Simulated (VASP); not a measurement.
# CaB6: single point with PBE

CaB6:

```
CELL_PARAMETERS angstrom
4.06324 0.00000 0.00000
0.00000 4.06324 0.00000
0.00000 0.00000 4.06324
ATOMIC_POSITIONS crystal
Ca 0.00000 0.00000 0.00000
B 0.20076 0.50000 0.50000
B 0.50000 0.20076 0.50000
B 0.79924 0.50000 0.50000
B 0.50000 0.79924 0.50000
B 0.50000 0.50000 0.20076
B 0.50000 0.50000 0.79924
```

This cell differs from its parent crystal: volume scaled by 0.94, then relaxed in part.

```json
{
  "Program": "VASP 6.6.1",
  "Task": "single point",
  "Functional": "PBE",
  "Potentials or basis": "VASP PAW PBE potentials, release 64 (Ca_sv, B)",
  "Cutoff": "520 eV",
  "k mesh": "8 × 8 × 8",
  "Occupations": "gaussian, width 0.01 eV",
  "Spin": "no spin polarisation"
}
```

```json
{
  "Pressure": "10.5 GPa",
  "Largest force": "0.023 eV/Å",
  "Band gap on the k mesh": "0.02 eV, direct"
}
```

Forces on the atoms (eV/Å):
```
Ca   0.000  0.000  0.000
B   -0.023  0.000  0.000
B    0.000 -0.023  0.000
B    0.023  0.000  0.000
B    0.000  0.023  0.000
B    0.000  0.000 -0.023
B    0.000  0.000  0.023
```

Levels at points of the mesh, in eV from the valence-band top:
```
           k point  band 10  band 11  band 12  band 13  band 14  band 15  band 16  band 17  band 18  band 19
(0.00, 0.00, 0.00)    -5.45    -5.45    -0.36    -0.36    -0.36     2.82     2.82     2.82     3.46     3.46
(0.50, 0.00, 0.00)    -5.01    -2.52    -2.52    -1.88    -0.25     0.07     3.30     3.30     3.91     4.15
(0.50, 0.50, 0.00)    -5.23    -2.89    -2.89    -1.56    -1.56     3.16     3.16     4.19     4.52     4.57
(0.50, 0.50, 0.50)    -4.59    -4.59    -1.14    -1.14    -1.14     4.50     4.94     4.94     5.08     5.08
```

It took 23 s on 1 thread of Intel(R) Xeon(R) 6975P-C (Granite Rapids), with other jobs on the host, peak memory 0.19 GiB.

 A k mesh can miss the band edges.
